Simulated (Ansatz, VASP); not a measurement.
**CuSn3 in VASP and in Ansatz**

The input INCAR:

```
SYSTEM = CuSn3
PREC = Accurate
ENCUT = 600
EDIFF = 1E-6
ISMEAR = -1
SIGMA = 0.05
LREAL = .False.
LASPH = .True.
NELM = 60
ALGO = Fast
ISIF = 3
LWAVE = .False.
LCHARG = .False.
GGA = PS
IVDW = 13
IBRION = 2
NSW = 60
EDIFFG = -0.01
```

The input KPOINTS:

```
regular mesh
0
Gamma
  8 8 8
  0 0 0
```

File POSCAR:

```
CuSn3
1.0
   -2.2399030000      2.2399030000      4.8707040000
    2.2399030000     -2.2399030000      4.8707040000
    2.2399030000      2.2399030000     -4.8707040000
Sn Cu
3 1
Direct
    0.5000000000      0.5000000000      0.0000000000
    0.2500000000      0.7500000000      0.5000000000
    0.7500000000      0.2500000000      0.5000000000
    0.0000000000      0.0000000000      0.0000000000
```

input.yaml

```yaml
crystal:
  lattice:
    - [-2.239903, 2.239903, 4.870704]
    - [2.239903, -2.239903, 4.870704]
    - [2.239903, 2.239903, -4.870704]
  atoms:
    - { symbol: Sn, position: [0.5, 0.5, 0.0] }
    - { symbol: Sn, position: [0.25, 0.75, 0.5] }
    - { symbol: Sn, position: [0.75, 0.25, 0.5] }
    - { symbol: Cu, position: [0.0, 0.0, 0.0] }
hamiltonian:
  xc: pbesol
  pseudopotentials: { kind: paw }
  dispersion: d4
kpoints:
  mp_grid: { grid: [8, 8, 8] }
scf:
  occupations: { method: fermi_dirac, width: 0.05 }
output:
  forces: true
  stress: true
  eigenvalues: true
relax:
  f_tol: 0.01
  max_steps: 40
  cell: { stress_tol: 0.05 }
```

Alike in both runs: task relaxation of cell and atoms; functional PBEsol; dispersion D4; k mesh 8 × 8 × 8; occupations fermi-dirac, width 0.05 eV; no spin polarisation.

|  | VASP | Ansatz |
| --- | --- | --- |
| version | VASP 6.6.1 | Ansatz 0.2.0 |
| potentials or method | VASP PAW PBE potentials, release 64 (Sn_d, Cu) | Ansatz PAW |
| plane-wave cutoff (eV) | 600 | 420 |
| valence electrons in the cell | 53 | 61 |

VASP gave:

```
gap on the k mesh at the Fermi level, each at its own relaxed structure (eV) : none
relaxed volume (Å³/atom)                                                     : 22.01
relaxed length of the cell vector where the two differ most in proportion (Å)              : 5.607
```

Task: Which values does Ansatz return?

Result: gap on the k mesh at the Fermi level, each at its own relaxed structure (eV): none; relaxed volume (Å³/atom): 21.98; relaxed length of the cell vector where the two differ most in proportion (Å): 5.619.

VASP's potentials were made for PBE, not for PBEsol. A gap of «none» marks a metal or a gap that the smearing closes. VASP's potentials hold 53 valence electrons a cell and Ansatz's 61, so a difference there can come from the potentials and not from the codes.

Noted on Ansatz's run: the plane-wave basis is chosen anew once the cell has moved, so the energies of steps on either side of that aren't comparable.
